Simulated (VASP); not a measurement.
# TiAl (P4/mmm) in VASP: a series of runs

TiAl is run at these levels: LDA; tasks: single point.

All numbers are computed with VASP 6.6.1; they aren't measurements. Logs are shortened: lines on timing, memory, paths and dates and some standing lists are left out, and cuts for length are marked.

### 1 The cell of the first run

It takes space group P4/mmm (No. 123, tetragonal). Conventional cell: a = 2.842 Å, b = 2.842 Å, c = 3.550 Å, α = 90.00°, β = 90.00°, γ = 90.00°. Within 3.6 Å of Ti (site symmetry 4/mmm) lie 8 Al at 2.68 Å and 6 Ti at 2.84 to 3.55 Å. Al (site symmetry 4/mmm) has 8 Ti at 2.68 Å and 6 Al at 2.84 to 3.55 Å within 3.6 Å.

### 2 Single point, LDA (14.33 Å³/atom)

The input, INCAR:

```
ALGO     = Fast           # electronic algorithm
EDIFF    = 1E-6           # SCF threshold, eV
ENCUT    = 520            # plane-wave cutoff, eV
ISIF     = 2              # what is computed and relaxed
ISMEAR   = 0              # smearing method
LASPH    = True           # aspherical terms in the spheres
LCHARG   = True           # write CHGCAR
LELF     = True           # ELF
LREAL    = False          # projectors in reciprocal space
LVHAR    = True         
LWAVE    = False          # write WAVECAR
NBANDS   = 14             # bands
NELM     = 60             # most SCF steps
PREC     = Accurate       # precision mode
SIGMA    = 0.15           # smearing width, eV
```

The input, KPOINTS:

```
k-points
0
Gamma
  16 16 16
```

The input, POSCAR:

```
TiAl
1.0
    2.8415687764      0.0000000000      0.0000000000
    0.0000000000      2.8415687764      0.0000000000
    0.0000000000      0.0000000000      3.5496877155
Ti Al
1 1
Direct
    0.0000000000      0.0000000000      0.0000000000
    0.5000000000      0.5000000000      0.5000000000
```

Potentials or basis: VASP PAW LDA potentials, release 64 (Ti_sv, Al).

On the command line:

```
$ cat potpaw_LDA.64/Ti_sv/POTCAR potpaw_LDA.64/Al/POTCAR > POTCAR
$ mpirun -np 1 vasp_std > vasp.out
```

OUTCAR:

```text
EDIFF = 1E-6
   ENCUT = 520
   ISIF = 2
   ISMEAR = 0
   LASPH = True
   LREAL = False
   NELM = 60
   PREC = Accurate

 ion  position               nearest neighbor table
   1  0.000  0.000  0.000-   2 2.68   2 2.68   2 2.68   2 2.68   2 2.68   2 2.68   2 2.68   2 2.68

   2  0.500  0.500  0.500-   1 2.68   1 2.68   1 2.68   1 2.68   1 2.68   1 2.68   1 2.68   1 2.68

  LATTYP: Found a simple tetragonal cell.
 ALAT       =     2.8415687764
 C/A-ratio  =     1.2492000000

  Lattice vectors:

 A1 = (   2.8415687764,   0.0000000000,   0.0000000000)
 A2 = (   0.0000000000,   2.8415687764,   0.0000000000)
 A3 = (   0.0000000000,   0.0000000000,   3.5496877155)

Analysis of symmetry for initial positions (statically):
=====================================================================
 Subroutine PRICEL returns:
 Original cell was already a primitive cell.

 Routine SETGRP: Setting up the symmetry group for a
 simple tetragonal supercell.

 Subroutine GETGRP returns: Found 16 space group operations
 (whereof 16 operations were pure point group operations)
 out of a pool of 16 trial point group operations.

The static configuration has the point symmetry D_4h.

Analysis of symmetry for dynamics (positions and initial velocities):
=====================================================================
 Subroutine PRICEL returns:
 Original cell was already a primitive cell.

 Routine SETGRP: Setting up the symmetry group for a
 simple tetragonal supercell.

 Subroutine GETGRP returns: Found 16 space group operations
 (whereof 16 operations were pure point group operations)
 out of a pool of 16 trial point group operations.

The dynamic configuration has the point symmetry D_4h.

 Subroutine INISYM returns: Found 16 space group operations
 (whereof 16 operations are pure point group operations),
 and found     1 'primitive' translations

----------------------------------------------------------------------------------------

                                     Primitive cell

  volume of cell :      28.6620

  direct lattice vectors                    reciprocal lattice vectors
     2.841568776  0.000000000  0.000000000     0.351918281  0.000000000  0.000000000
     0.000000000  2.841568776  0.000000000     0.000000000  0.351918281  0.000000000
     0.000000000  0.000000000  3.549687716     0.000000000  0.000000000  0.281714923

  length of vectors
     2.841568776  2.841568776  3.549687716     0.351918281  0.351918281  0.281714923

  position of ions in fractional coordinates (direct lattice)
     0.000000000  0.000000000  0.000000000
     0.500000000  0.500000000  0.500000000

  ion indices of the primitive-cell ions
   primitive index   ion index
                 1           1
                 2           2

----------------------------------------------------------------------------------------

 KPOINTS: k-points

Automatic generation of k-mesh.
 Grid dimensions read from file:
 generate k-points for:   16   16   16

 Generating k-lattice:

  Cartesian coordinates                     Fractional coordinates (reciprocal lattice)
     0.021994893  0.000000000  0.000000000     0.062500000  0.000000000  0.000000000
     0.000000000  0.021994893  0.000000000     0.000000000  0.062500000  0.000000000
     0.000000000  0.000000000  0.017607183     0.000000000  0.000000000  0.062500000

  Length of vectors
     0.021994893  0.021994893  0.017607183

  Shift w.r.t. Gamma in fractional coordinates (k-lattice)
     0.000000000  0.000000000  0.000000000

 Subroutine IBZKPT returns following result:
 ===========================================

 Found    405 irreducible k-points:

 Following reciprocal coordinates:
            Coordinates               Weight
  0.000000  0.000000  0.000000      1.000000
  0.062500  0.000000  0.000000      4.000000
  0.125000  0.000000  0.000000      4.000000
  0.187500  0.000000  0.000000      4.000000
  0.250000  0.000000  0.000000      4.000000
  0.312500  0.000000  0.000000      4.000000
[... 16 lines left out ...]
  0.437500  0.125000  0.000000      8.000000
  0.500000  0.125000  0.000000      4.000000
 [... further k-points ...]
   k-points           NKPTS =    405   k-points in BZ     NKDIM =    405   number of bands    NBANDS=     14
   number of dos      NEDOS =    301   number of ions     NIONS =      2
   total plane-waves  NPLWV =  16128
   dimension x,y,z NGX =    24 NGY =   24 NGZ =   28
   dimension x,y,z NGXF=    48 NGYF=   48 NGZF=   56
   ions per type =               1   1
   NGX,Y,Z   is equivalent  to a cutoff of  14.04, 14.04, 13.11 a.u.
   NGXF,Y,Z  is equivalent  to a cutoff of  28.08, 28.08, 26.23 a.u.
 SYSTEM =  unknown system
   PREC   = accura    normal or accurate (medium, high low for compatibility)
   ISTART =      0    job   : 0-new  1-cont  2-samecut
   ICHARG =      2    charge: 1-file 2-atom 10-const
   ISPIN  =      1    spin polarized calculation?
   LNONCOLLINEAR =      F non collinear calculations
   LSORBIT =      F    spin-orbit coupling
   LASPH  =      T    aspherical Exc in radial PAW
   ENCUT  =  520.0 eV  38.22 Ry    6.18 a.u.   5.28  5.28  6.60*2*pi/ulx,y,z
   NELM   =     60;   NELMIN=  2; NELMDL= -5     # of ELM steps
   EDIFF  = 0.1E-05   stopping-criterion for ELM
   LREAL  =      F    real-space projection
   EDIFFG = 0.1E-04   stopping-criterion for IOM
   NSW    =      0    number of steps for IOM
   IBRION =     -1    ionic relax: 0-MD 1-quasi-New 2-CG
   NFREE  =      0    steps in history (QN), initial steepest desc. (CG)
   ISIF   =      2    stress and relaxation
   ISYM   =      2    0-nonsym 1-usesym 2-fastsym
   POTIM  = 0.5000    time-step for ionic-motion
   TEBEG  =    0.0;   TEEND  =   0.0 temperature during run
   PSTRESS=    0.0 pullay stress
   NELECT =      15.0000    total number of electrons
   NUPDOWN=      -1.0000    fix difference up-down
   EMIN   =  10.00;   EMAX   =-10.00  energy-range for DOS
   EFERMI =   0.00;   METHOD = LEGACY
   ISMEAR =     0;   SIGMA  =   0.15  broadening in eV -4-tet -1-fermi 0-gaus
   EFERMI_NEDOS =   21; number of points for ismear=-14 and -15
   IALGO  =     68    algorithm
   IMIX   =      4    mixing-type and parameters
     AMIX     =   0.40;   BMIX     =  1.00
     AMIX_MAG =   1.60;   BMIX_MAG =  1.00
  volume/ion in A,a.u.               =      14.33        96.71
  Fermi-wavevector in a.u.,A,eV,Ry     =   1.319278  2.493074 23.680875  1.740495
  Thomas-Fermi vector in A             =   2.449188
   LORBIT       =      0    0 simple, 1 ext, 2 COOP (PROOUT), +10 PAW based schemes
   GGA     = CA    functional components
   LHFCALC =     F    Hartree Fock is set to
   AEXX    =    0.0000 exact exchange contribution
   IVDW    =     0    specifies the selected vdW correction
   LEPSILON=     F    determine dielectric tensor
   LRPA    =     F    only Hartree local field effects (RPA)
 non-spin polarized calculation
 RMM-DIIS sequential band-by-band and
 Gauss-broadening in eV      SIGMA  =   0.15
  energy-cutoff  :      520.00
  volume of cell :       28.66
 maximum number of plane-waves:       792
 NGX is ok and might be reduce to    24
   NGX = 11   NGY = 11   NGZ = 13

 number of electron      15.0000000 magnetization

 Free energy of the ion-electron system (eV)
  ---------------------------------------------------
  ext. energy  EPLUGINS =         0.00000000
  ---------------------------------------------------
  free energy    TOTEN  =       -13.45637537 eV

  energy without entropy =      -13.43551198  energy(sigma->0) =      -13.44594368

 E-fermi :   9.5261     XC(G=0): -11.8157

 val. band max:        9.5144127220   @ k =   0.3750   0.3125   0.2500
 cond. band min:       9.5281597422   @ k =   0.1875   0.1250   0.4375
 fundamental gap:      0.0137470203
 Fermi energy:         9.5261076694

 k-point     1 :       0.0000    0.0000    0.0000
  band No.  band energies     occupation
      1     -46.2065      2.00000
      2     -22.9630      2.00000
      3     -22.6011      2.00000
      4     -22.6011      2.00000
      5       0.0161      2.00000
      6       7.6311      2.00000
      7       8.3499      2.00000
      8      11.1103      0.00000
      9      11.6723      0.00000
     10      11.6723      0.00000
     11      12.6571      0.00000
     12      17.0774      0.00000
     13      17.0774      0.00000
     14      19.0786      0.00000

 k-point     2 :       0.0625    0.0000    0.0000
  band No.  band energies     occupation
      1     -46.2042      2.00000
      2     -22.9609      2.00000
      3     -22.6204      2.00000
      4     -22.5994      2.00000
      5       0.0945      2.00000
      6       7.6807      2.00000
      7       8.3680      2.00000
      8      10.6999      0.00000
      9      11.6863      0.00000
     10      12.1103      0.00000
     11      12.5593      0.00000
     12      16.3783      0.00000
     13      17.2056      0.00000
     14      18.1476      0.00000

 k-point     3 :       0.1250    0.0000    0.0000
  band No.  band energies     occupation
      1     -46.1978      2.00000
      2     -22.9546      2.00000
      3     -22.6753      2.00000
      4     -22.5946      2.00000
      5       0.3276      2.00000
      6       7.8169      2.00000
      7       8.3988      2.00000
      8      10.1336      0.00000
      9      11.7263      0.00000
     10      12.3030      0.00000
     11      12.7637      0.00000
     12      15.2201      0.00000
     13      17.5583      0.00000
     14      18.0258      0.00000
[... 324 lines left out ...]
 k-point    23 :       0.4375    0.1250    0.0000
  band No.  band energies     occupation
      1     -46.1405      2.00000
      2     -23.0655      2.00000
      3     -22.8991      2.00000
      4     -22.6280      2.00000
      5       3.7435      2.00000
      6       5.6424      2.00000
      7       8.4341      2.00000
      8       9.3300      1.93559
      9      10.4656      0.00000
     10      11.4368      0.00000
     11      13.9444      0.00000
     12      16.6419      0.00000
     13      17.0784      0.00000
     14      19.0671      0.00000

 k-point    24 :       0.5000    0.1250    0.0000
  band No.  band energies     occupation
      1     -46.1382      2.00000
      2     -23.0835      2.00000
      3     -22.8969      2.00000
      4     -22.6261      2.00000
      5       4.5645      2.00000
      6       4.7778      2.00000
      7       8.3775      2.00000
      8       9.4326      1.62194
      9      10.3600      0.00000
     10      11.4589      0.00000
     11      14.0953      0.00000
     12      16.5010      0.00000
     13      17.5065      0.00000
     14      18.8569      0.00000

 [... further k-points ...]
[... 5 lines left out ...]
  --------------------------------------------------------------------------------------
  -------------------------------------------------------------------------------------
  Total        1.1376341      1.1376341      2.7202443      0.0000000     -0.0000000      0.0000000
  in kB       63.5926151     63.5926151    152.0589521      0.0000000     -0.0000000      0.0000000
  external PRESSURE =      93.0813941 kB  Pullay stress =       0.0000000 kB

 VOLUME and BASIS-vectors are now :
 -----------------------------------------------------------------------------
  energy-cutoff  :      520.00
  volume of cell :       28.66
      direct lattice vectors                 reciprocal lattice vectors
     2.841568776  0.000000000  0.000000000     0.351918281  0.000000000  0.000000000
     0.000000000  2.841568776  0.000000000     0.000000000  0.351918281  0.000000000
     0.000000000  0.000000000  3.549687716     0.000000000  0.000000000  0.281714923

 POSITION                                       TOTAL-FORCE (eV/Angst)
 -----------------------------------------------------------------------------------
      0.00000      0.00000      0.00000         0.000000      0.000000      0.000000
      1.42078      1.42078      1.77484         0.000000      0.000000      0.000000
 -----------------------------------------------------------------------------------
    total drift:                               -0.000000      0.000000      0.000000

  FREE ENERGIE OF THE ION-ELECTRON SYSTEM (eV)
  ---------------------------------------------------
  free  energy   TOTEN  =       -13.4563753749 eV

  energy  without entropy=      -13.4355119772  energy(sigma->0) =      -13.44594368
```

It took 2.6 min on 1 thread of AMD EPYC 9R45 (Zen 5), shared host; peak memory 0.24 GiB.

Results:

```
Free energy            : -13.4564 eV
Pressure               : 9.3 GPa
Band gap on the k mesh : zero (an odd number of electrons rules out a gap without spin polarisation)
```

Caveat: the cell stands under pressure.

### 3 Single point, LDA (14.33 Å³/atom)

The input, INCAR:

```
SYSTEM = TiAl
ALGO = Fast
EDIFF = 1E-6
ENCUT = 520
GGA = CA
ISIF = 2
ISMEAR = 0
LASPH = .True.
LCHARG = .False.
LREAL = .False.
LWAVE = .False.
NBANDS = 14
NELM = 60
PREC = Accurate
SIGMA = 0.15
```

The input, KPOINTS:

```
k-points
0
Gamma
  16 16 16
  0 0 0
```

The input, POSCAR:

```
TiAl
1.0
    2.7381229960      0.0000000000      0.0000000000
    0.0000000000      2.7381229960      0.0000000000
    0.0000000000      0.0000000000      3.8229673270
Ti Al
1 1
Direct
    0.0000000000      0.0000000000      0.0000000000
    0.5000000000      0.5000000000      0.5000000000
```

Potentials or basis: VASP PAW LDA potentials, release 64 (Ti_sv, Al).

On the command line:

```
$ cat potpaw_LDA.64/Ti_sv/POTCAR potpaw_LDA.64/Al/POTCAR > POTCAR
$ mpirun -np 1 vasp_std > vasp.out
```

Wall time 1.9 min (1 thread of AMD EPYC 9R45 (Zen 5), shared host); peak memory 0.23 GiB.

Results (log left out):

```yaml
Free_energy: -13.5341 eV
Pressure: 9.5 GPa
Band_gap_on_the_k_mesh: zero (an odd number of electrons rules out a gap without spin polarisation)
```

Stress tensor (GPa, compression positive):
```
 8.77  0.00  0.00
 0.00  8.77  0.00
 0.00  0.00 11.06
```

Levels at points of the mesh, in eV from the Fermi level:
| k point | band 6 | band 7 | band 8 | band 9 | band 10 | band 11 |
| --- | --- | --- | --- | --- | --- | --- |
| (0.00, 0.00, 0.00) | -2.06 | -1.04 | 0.23 | 2.38 | 2.38 | 3.63 |
| (0.50, 0.00, 0.00) | -4.65 | -1.83 | -0.32 | 1.79 | 2.81 | 5.05 |
| (0.50, 0.50, 0.00) | -0.67 | -0.46 | -0.46 | -0.31 | -0.31 | 4.79 |
| (0.00, 0.00, 0.50) | -5.43 | -0.80 | 0.90 | 1.89 | 1.89 | 3.65 |
| (0.50, 0.00, 0.50) | -2.99 | -1.25 | -1.01 | 1.69 | 1.85 | 2.46 |
| (0.50, 0.50, 0.50) | -2.66 | -2.66 | 2.31 | 2.49 | 2.85 | 4.66 |

Caveat: the cell stands under pressure.

### 4 Single point, LDA (14.33 Å³/atom)

The input, INCAR:

```
SYSTEM = TiAl
PREC     = Accurate       ! precision mode
ENCUT    = 520            ! plane-wave cutoff, eV
EDIFF    = 1E-6           ! SCF threshold, eV
ISMEAR   = 0              ! smearing method
SIGMA    = 0.15           ! smearing width, eV
LREAL    = .FALSE.        ! projectors in reciprocal space
LASPH    = .TRUE.         ! aspherical terms in the spheres
NELM     = 100            ! most SCF steps
ALGO     = Fast           ! electronic algorithm
ISIF     = 2              ! what is computed and relaxed
LWAVE    = .FALSE.        ! write WAVECAR
LCHARG   = .TRUE.         ! write CHGCAR
GGA      = CA             ! functional
LELF     = .TRUE.         ! ELF
LVHAR    = .TRUE.       
NBANDS   = 14             ! bands
```

The input, KPOINTS:

```
regular mesh
0
G
  16 16 16
  0 0 0
```

The input, POSCAR:

```
TiAl
1.0
    2.9489024995      0.0000000000      0.0000000000
    0.0000000000      2.9489024995      0.0000000000
    0.0000000000      0.0000000000      3.2959883237
Ti Al
1 1
Direct
    0.0000000000      0.0000000000      0.0000000000
    0.5000000000      0.5000000000      0.5000000000
```

On the command line:

```
$ cat potpaw_LDA.64/Ti_sv/POTCAR potpaw_LDA.64/Al/POTCAR > POTCAR
$ mpirun -np 1 vasp_std > vasp.out
```

It took 2.4 min on 1 thread of AMD EPYC 9R45 (Zen 5), shared host; peak memory 0.24 GiB.

It converged, with:

* Free energy: -13.3240 eV
* Pressure: 9.1 GPa
* Band gap on the k mesh: zero (an odd number of electrons rules out a gap without spin polarisation)

Stress tensor (GPa, compression positive):
```
 6.09  0.00  0.00
 0.00  6.09  0.00
 0.00  0.00 15.23
```

Levels at points of the mesh, in eV from the Fermi level:
```tsv
k point	band 5	band 6	band 7	band 8	band 9	band 10
(0.00, 0.00, 0.00)	-9.61	-1.80	-1.44	1.99	1.99	2.56
(0.50, 0.00, 0.00)	-5.61	-5.28	-0.66	-0.51	0.73	2.32
(0.50, 0.50, 0.00)	-4.75	-1.52	-1.52	-1.33	0.23	0.23
(0.00, 0.00, 0.50)	-6.72	-5.47	-0.75	0.69	0.69	2.61
(0.50, 0.00, 0.50)	-5.42	-2.44	-1.72	-1.52	1.06	1.30
(0.50, 0.50, 0.50)	-3.32	-3.29	-3.29	1.46	3.00	3.07
```

Caveat: the cell stands under pressure.

(Continued in part 2 of 2.)
